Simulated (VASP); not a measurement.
# InP (F-43m) in VASP: further runs, part 2 of 2

VASP 6.6.1.

## 4. Single point, PBE-based screened hybrid with 20 % exact exchange

File POSCAR:

```
InP
1.0
    0.0000000000      2.9538133435      2.9538133435
    2.9538133435      0.0000000000      2.9538133435
    2.9538133435      2.9538133435      0.0000000000
In P
1 1
Direct
    0.0000000000      0.0000000000      0.0000000000
    0.2500000000      0.2500000000      0.2500000000
```

File INCAR.step1:

```
PREC     = Accurate       # precision mode
ENCUT    = 400            # plane-wave cutoff, eV
EDIFF    = 1E-5           # SCF threshold, eV
ISMEAR   = 0              # smearing method
SIGMA    = 0.01           # smearing width, eV
LREAL    = F              # projectors in reciprocal space
LASPH    = T              # aspherical terms in the spheres
NELM     = 120            # most SCF steps
ALGO     = Normal         # electronic algorithm
ISIF     = 2              # what is computed and relaxed
LWAVE    = T              # write WAVECAR
LCHARG   = F              # write CHGCAR
NBANDS   = 16             # bands
GGA      = PE             # functional
GGA_COMPAT= F
```

File INCAR.step2:

```
PREC     = Accurate       # precision mode
ENCUT    = 400            # plane-wave cutoff, eV
EDIFF    = 1E-6           # SCF threshold, eV
ISMEAR   = 0              # smearing method
SIGMA    = 0.01           # smearing width, eV
LREAL    = F              # projectors in reciprocal space
LASPH    = T              # aspherical terms in the spheres
NELM     = 120            # most SCF steps
ALGO     = Normal         # electronic algorithm
ISIF     = 2              # what is computed and relaxed
LWAVE    = F              # write WAVECAR
LCHARG   = F              # write CHGCAR
GGA      = PE             # functional
LHFCALC  = T              # exact exchange
AEXX     = 0.2            # exact-exchange fraction
HFSCREEN = 0.3            # screening, 1/A
PRECFOCK = Normal       
NBANDS   = 16             # bands
ISTART   = 1            
GGA_COMPAT= F
```

File KPOINTS:

```
Automatic mesh
0
Gamma
  4 4 4
```

Potentials or basis: VASP PAW PBE potentials, release 64 (In_d, P).

Launch:

```bash
> cat potpaw_PBE.64/In_d/POTCAR potpaw_PBE.64/P/POTCAR > POTCAR
> cp INCAR.step1 INCAR
> mpirun -np 1 vasp_std > vasp.out
> cp INCAR.step2 INCAR
> mpirun -np 1 vasp_std > vasp.out
```

OUTCAR:

```text
PREC = Accurate
   ENCUT = 400
   EDIFF = 1E-6
   ISMEAR = 0
   LREAL = F
   LASPH = T
   NELM = 120
   ISIF = 2
   GGA = PE
   LHFCALC = T
   AEXX = 0.2
   HFSCREEN = 0.3
   PRECFOCK = Normal
   ISTART = 1

 ion  position               nearest neighbor table
   1  0.000  0.000  0.000-   2 2.56   2 2.56   2 2.56   2 2.56
   2  0.250  0.250  0.250-   1 2.56   1 2.56   1 2.56   1 2.56

  LATTYP: Found a face centered cubic cell.
 ALAT       =     5.9076266870

  Lattice vectors:

 A1 = (   0.0000000000,   2.9538133435,   2.9538133435)
 A2 = (   2.9538133435,   0.0000000000,   2.9538133435)
 A3 = (   2.9538133435,   2.9538133435,   0.0000000000)

Analysis of symmetry for initial positions (statically):
=====================================================================
 Subroutine PRICEL returns:
 Original cell was already a primitive cell.

 Routine SETGRP: Setting up the symmetry group for a
 face centered cubic supercell.

 Subroutine GETGRP returns: Found 24 space group operations
 (whereof 24 operations were pure point group operations)
 out of a pool of 48 trial point group operations.

The static configuration has the point symmetry T_d .

Analysis of symmetry for dynamics (positions and initial velocities):
=====================================================================
 Subroutine PRICEL returns:
 Original cell was already a primitive cell.

 Routine SETGRP: Setting up the symmetry group for a
 face centered cubic supercell.

 Subroutine GETGRP returns: Found 24 space group operations
 (whereof 24 operations were pure point group operations)
 out of a pool of 48 trial point group operations.

The dynamic configuration has the point symmetry T_d .

 Subroutine INISYM returns: Found 24 space group operations
 (whereof 24 operations are pure point group operations),
 and found     1 'primitive' translations

----------------------------------------------------------------------------------------

                                     Primitive cell

  volume of cell :      51.5441

  direct lattice vectors                    reciprocal lattice vectors
     0.000000000  2.953813343  2.953813343    -0.169272714  0.169272714  0.169272714
     2.953813343  0.000000000  2.953813343     0.169272714 -0.169272714  0.169272714
     2.953813343  2.953813343  0.000000000     0.169272714  0.169272714 -0.169272714

  length of vectors
     4.177322891  4.177322891  4.177322891     0.293188940  0.293188940  0.293188940

  position of ions in fractional coordinates (direct lattice)
     0.000000000  0.000000000  0.000000000
     0.250000000  0.250000000  0.250000000

  ion indices of the primitive-cell ions
   primitive index   ion index
                 1           1
                 2           2

[... 23 lines left out ...]

 Found      8 irreducible k-points:

 Following reciprocal coordinates:
            Coordinates               Weight
  0.000000  0.000000  0.000000      1.000000
  0.250000  0.000000  0.000000      8.000000
  0.500000  0.000000  0.000000      4.000000
  0.250000  0.250000  0.000000      6.000000
  0.500000  0.250000  0.000000     24.000000
 -0.250000  0.250000  0.000000     12.000000
  0.500000  0.500000  0.000000      3.000000
 -0.250000  0.500000  0.250000      6.000000
   k-points           NKPTS =      8   k-points in BZ     NKDIM =     64   number of bands    NBANDS=     16
   number of dos      NEDOS =    301   number of ions     NIONS =      2
   total plane-waves  NPLWV =  21952
   dimension x,y,z NGX =    28 NGY =   28 NGZ =   28
   dimension x,y,z NGXF=    56 NGYF=   56 NGZF=   56
   ions per type =               1   1
   NGX,Y,Z   is equivalent  to a cutoff of  11.14, 11.14, 11.14 a.u.
   NGXF,Y,Z  is equivalent  to a cutoff of  22.29, 22.29, 22.29 a.u.
 SYSTEM =  unknown system
   PREC   = accura    normal or accurate (medium, high low for compatibility)
   ISTART =      1    job   : 0-new  1-cont  2-samecut
   ICHARG =      0    charge: 1-file 2-atom 10-const
   ISPIN  =      1    spin polarized calculation?
   LNONCOLLINEAR =      F non collinear calculations
   LSORBIT =      F    spin-orbit coupling
   LASPH  =      T    aspherical Exc in radial PAW
   ENCUT  =  400.0 eV  29.40 Ry    5.42 a.u.   6.81  6.81  6.81*2*pi/ulx,y,z
   NELM   =    120;   NELMIN=  2; NELMDL=  0     # of ELM steps
   EDIFF  = 0.1E-05   stopping-criterion for ELM
   LREAL  =      F    real-space projection
   EDIFFG = 0.1E-04   stopping-criterion for IOM
   NSW    =      0    number of steps for IOM
   IBRION =     -1    ionic relax: 0-MD 1-quasi-New 2-CG
   NFREE  =      0    steps in history (QN), initial steepest desc. (CG)
   ISIF   =      2    stress and relaxation
   ISYM   =      3    0-nonsym 1-usesym 2-fastsym
   POTIM  = 0.5000    time-step for ionic-motion
   TEBEG  =    0.0;   TEEND  =   0.0 temperature during run
   PSTRESS=    0.0 pullay stress
   NELECT =      18.0000    total number of electrons
   NUPDOWN=      -1.0000    fix difference up-down
   EMIN   =  10.00;   EMAX   =-10.00  energy-range for DOS
   EFERMI =   0.00;   METHOD = LEGACY
   ISMEAR =     0;   SIGMA  =   0.01  broadening in eV -4-tet -1-fermi 0-gaus
   EFERMI_NEDOS =   21; number of points for ismear=-14 and -15
   IALGO  =     38    algorithm
   IMIX   =      1    mixing-type and parameters
     AMIX     =   0.40;   BMIX     =  1.00
     AMIX_MAG =   1.60;   BMIX_MAG =  1.00
  volume/ion in A,a.u.               =      25.77       173.92
  Fermi-wavevector in a.u.,A,eV,Ry     =   1.152850  2.178570 18.082986  1.329062
  Thomas-Fermi vector in A             =   2.289498
   LORBIT       =      0    0 simple, 1 ext, 2 COOP (PROOUT), +10 PAW based schemes
   GGA     = PE    functional components
   LHFCALC =     T    Hartree Fock is set to
   PRECFOCK=normal    Normal, Fast or Accurate (Low or Medium for compatibility)
   ENCUT4O =  -1.0   cutoff for four orbital integrals eV
   NKREDX  =     1    reduce k-point grid by
   NKREDY  =     1    reduce k-point grid by
   NKREDZ  =     1    reduce k-point grid by
   AEXX    =    0.2000 exact exchange contribution
   HFSCREEN=    0.3000 screening length (either q_TF or 0.3 A-1)
   HFSCREENC=   0.3000 screening length for correlation (either q_TF or 0.3 A-1)
   ENCUTFOCK=  -1.0 apply spherical cutoff to Coloumb kernel
   IVDW    =     0    specifies the selected vdW correction
   LEPSILON=     F    determine dielectric tensor
   LRPA    =     F    only Hartree local field effects (RPA)
 non-spin polarized calculation
 Gauss-broadening in eV      SIGMA  =   0.01
  energy-cutoff  :      400.00
  volume of cell :       51.54
 maximum number of plane-waves:       960
  NGX = 24; NGY = 24; NGZ = 24

 number of electron      17.9999989 magnetization

 Free energy of the ion-electron system (eV)
  ---------------------------------------------------
  ext. energy  EPLUGINS =         0.00000000
  ---------------------------------------------------
  free energy    TOTEN  =        -9.32270362 eV

  energy without entropy =       -9.32270362  energy(sigma->0) =       -9.32270362

 E-fermi :   4.8125     XC(G=0):  -8.0487

 val. band max:        4.7005805323   @ k =   0.0000   0.0000   0.0000
 cond. band min:       5.7777127140   @ k =   0.0000   0.0000   0.0000
 fundamental gap:      1.0771321817
 Fermi energy:         4.8125037875

 k-point     1 :       0.0000    0.0000    0.0000
  band No.  band energies     occupation
      1     -10.7572      2.00000
      2     -10.7572      2.00000
      3     -10.7572      2.00000
      4     -10.6110      2.00000
      5     -10.6110      2.00000
      6      -7.5311      2.00000
[... 129 lines left out ...]
      3     -10.6671      2.00000
      4     -10.6295      2.00000
      5     -10.5972      2.00000
      6      -5.0320      2.00000
[... 8 lines left out ...]
     15      16.7257      0.00000
     16      17.3559      0.00000

------------------------ aborting loop because EDIFF is reached ----------------------------------------

  FORCE on cell =-STRESS in cart. coord.  units (eV):
  Direction    XX          YY          ZZ          XY          YZ          ZX
  --------------------------------------------------------------------------------------
  -------------------------------------------------------------------------------------
  Total        0.1160794      0.1160794      0.1160794      0.0000000      0.0000000     -0.0000000
  in kB        3.6081675      3.6081675      3.6081675      0.0000000      0.0000000     -0.0000000
  external PRESSURE =       3.6081675 kB  Pullay stress =       0.0000000 kB

 VOLUME and BASIS-vectors are now :
 -----------------------------------------------------------------------------
  energy-cutoff  :      400.00
  volume of cell :       51.54
      direct lattice vectors                 reciprocal lattice vectors
     0.000000000  2.953813343  2.953813343    -0.169272714  0.169272714  0.169272714
     2.953813343  0.000000000  2.953813343     0.169272714 -0.169272714  0.169272714
     2.953813343  2.953813343  0.000000000     0.169272714  0.169272714 -0.169272714

 POSITION                                       TOTAL-FORCE (eV/Angst)
 -----------------------------------------------------------------------------------
      0.00000      0.00000      0.00000        -0.000000     -0.000000      0.000000
      1.47691      1.47691      1.47691         0.000000      0.000000     -0.000000
 -----------------------------------------------------------------------------------
    total drift:                                0.000129      0.000132      0.000080

  FREE ENERGIE OF THE ION-ELECTRON SYSTEM (eV)
  ---------------------------------------------------
  free  energy   TOTEN  =        -9.3227036173 eV

  energy  without entropy=       -9.3227036173  energy(sigma->0) =       -9.32270362
```

Wall time 4.8 min (1 thread of Intel Xeon Platinum 8375C at 2.90GHz (Ice Lake), shared host); peak memory 0.26 GiB.

What came out:

| Item | Value |
| --- | --- |
| Free energy | -9.3227 eV |
| Pressure | 0.4 GPa |
| Band gap on the k mesh | 1.08 eV |

Caveat: the k points lie up to 0.46 Å⁻¹ apart; the PAW data sets were made with another functional, which shifts forces and pressure a little; spin-orbit coupling is left out, which moves the levels of the heavy elements.

## 5. Overview

```tsv
level	share of exact exchange	screening parameter	gap on the mesh (eV)	pressure (GPa)
PBE-based global hybrid with 5 % exact exchange	0.05	-	0.86	1.1
PBE-based screened hybrid with 100 % exact exchange	1	0.2078 1/Å	4.34	-4.7
PBE-based screened hybrid with 20 % exact exchange	0.2	0.3 1/Å	1.08	0.4
```

Alike in all rows: task single point; potentials or basis VASP PAW PBE potentials, release 64 (In_d, P); no spin polarisation; cell as given; k mesh 4 × 4 × 4; cutoff (eV) 400; smearing gaussian 0.01 eV.

Caveats: all runs use coarse meshes; the PAW data sets were made with another functional, which shifts forces and pressure a little; spin-orbit coupling is left out, which moves the levels of the heavy elements.

Absolute energies hang on the potentials; compare differences alone.
